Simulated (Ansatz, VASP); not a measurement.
# Two plane-wave programs on Ba

INCAR

```
SYSTEM = Ba
PREC = Accurate ; ENCUT = 520
EDIFF = 1E-6 ; ISMEAR = -1
SIGMA = 0.08 ; LREAL = .FALSE.
LASPH = .TRUE. ; NELM = 60
ALGO = Normal ; ISIF = 2
LWAVE = .FALSE. ; LCHARG = .FALSE.
GGA = PS ; NBANDS = 17
```

Contents of KPOINTS:

```
regular mesh
0
G
  10 10 6
  0 0 0
```

The input POSCAR:

```
Ba
1.0
    3.5939367283      0.0000000000      0.0000000000
   -1.7969683641      3.1124405063      0.0000000000
    0.0000000000      0.0000000000      5.1911920433
Ba
2
Direct
    0.3333333333      0.6666666667      0.2500000000
    0.6666666667      0.3333333333      0.7500000000
```

Input for Ansatz:

```yaml
crystal:
  lattice:
    - [3.5939367283, 0.0, 0.0]
    - [-1.7969683641, 3.1124405063, 0.0]
    - [0.0, 0.0, 5.1911920433]
  atoms:
    - { symbol: Ba, position: [0.3333333333, 0.6666666667, 0.25] }
    - { symbol: Ba, position: [0.6666666667, 0.3333333333, 0.75] }
kpoints:
  mp_grid: { grid: [10, 10, 6] }
scf:
  occupations: { method: fermi_dirac, width: 0.08 }
hamiltonian:
  xc: pbesol
  pseudopotentials: { kind: paw }
output:
  forces: true
  stress: true
  eigenvalues: true
  populations: true
```

Change from the starting cell: volume scaled by 0.5, PAW files.

Alike in both runs: task single point; functional PBEsol; k mesh 10 × 10 × 6; occupations fermi-dirac, width 0.08 eV; no spin polarisation.

```csv
,VASP,Ansatz
version,VASP 6.6.1,Ansatz 0.2.0
potentials or method,"VASP PAW PBE potentials, release 64 (Ba_sv)","PAW with Ansatz's default frozen-core files, scalar-relativistic"
plane-wave cutoff (eV),520,420
valence electrons in the cell,20,20
```

VASP gave:

* pressure (GPa): 16.5
* traceless stress, the component that is largest in VASP (GPa): 1.10

Which values does Ansatz return?

Pressure (GPa): 13.1; traceless stress, the component that is largest in VASP (GPa): 0.36.

VASP's potentials were made for PBE, not for PBEsol.

Spin-orbit coupling is off throughout.
